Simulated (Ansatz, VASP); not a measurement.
# Cr3N: VASP beside Ansatz

The input INCAR:

```
PREC     = Accurate       # precision mode
ENCUT    = 600            # plane-wave cutoff, eV
EDIFF    = 1E-6           # SCF threshold, eV
ISMEAR   = 0              # smearing method
SIGMA    = 0.1            # smearing width, eV
LREAL    = F              # projectors in reciprocal space
LASPH    = T              # aspherical terms in the spheres
NELM     = 80             # most SCF steps
ALGO     = Normal         # electronic algorithm
ISIF     = 3              # what is computed and relaxed
LWAVE    = F              # write WAVECAR
LCHARG   = F              # write CHGCAR
GGA      = PE             # functional
IBRION   = 2              # ionic algorithm
NSW      = 100            # ionic steps
EDIFFG   = -0.01          # ionic threshold
```

KPOINTS

```
regular mesh
0
Gamma
  14 14 14
```

POSCAR

```
Cr3N
1.0
    3.4308364688      0.0000000000      0.0000000000
    0.0000000000      3.4308364688      0.0000000000
    0.0000000000      0.0000000000      3.4308364688
Cr N
3 1
Direct
    0.0000000000      0.5000000000      0.5000000000
    0.5000000000      0.0000000000      0.5000000000
    0.5000000000      0.5000000000      0.0000000000
    0.0000000000      0.0000000000      0.0000000000
```

Input for Ansatz:

```yaml
crystal:
  lattice:
    - [3.4308364688, 0.0, 0.0]
    - [0.0, 3.4308364688, 0.0]
    - [0.0, 0.0, 3.4308364688]
  atoms:
    - { symbol: Cr, position: [0.0, 0.5, 0.5] }
    - { symbol: Cr, position: [0.5, 0.0, 0.5] }
    - { symbol: Cr, position: [0.5, 0.5, 0.0] }
    - { symbol: "N", position: [0.0, 0.0, 0.0] }
basis:
  ecutwfc: 420
kpoints:
  mp_grid: { grid: [14, 14, 14] }
hamiltonian:
  xc: pbe
scf:
  occupations: { method: gaussian, width: 0.1 }
output:
  forces: true
  stress: true
  eigenvalues: true
relax:
  adjacent_minimum: "off"
  f_tol: 0.01
  max_steps: 80
  cell: { stress_tol: 0.05 }
```

Change from the starting cell: species swapped into the DyPb3 type (Pm-3m, No. 221).

Alike in both runs: task relaxation of cell and atoms; functional PBE; k mesh 14 × 14 × 14; occupations gaussian, width 0.1 eV; no spin polarisation.

|  | VASP | Ansatz |
| --- | --- | --- |
| version | VASP 6.6.1 | Ansatz 0.2.0 |
| potentials or method | VASP PAW PBE potentials, release 64 (Cr_pv, N), cutoff 600 eV | scalar-relativistic, plane waves, PAW |
| valence electrons in the cell | 41 | 47 |

```tsv
	VASP	Ansatz	Ansatz less VASP
gap on the k mesh at the Fermi level, each at its own relaxed structure (eV)	none	none	-
relaxed volume (Å³/atom)	10.08	10.09	+0.017
relaxed cell length with the largest relative difference (Å)	3.429	3.431	+0.0019
```

A gap of «none» marks a metal or a gap that the smearing closes. VASP's potentials hold 41 valence electrons a cell and Ansatz's 47, so a difference there can come from the potentials and not from the codes.
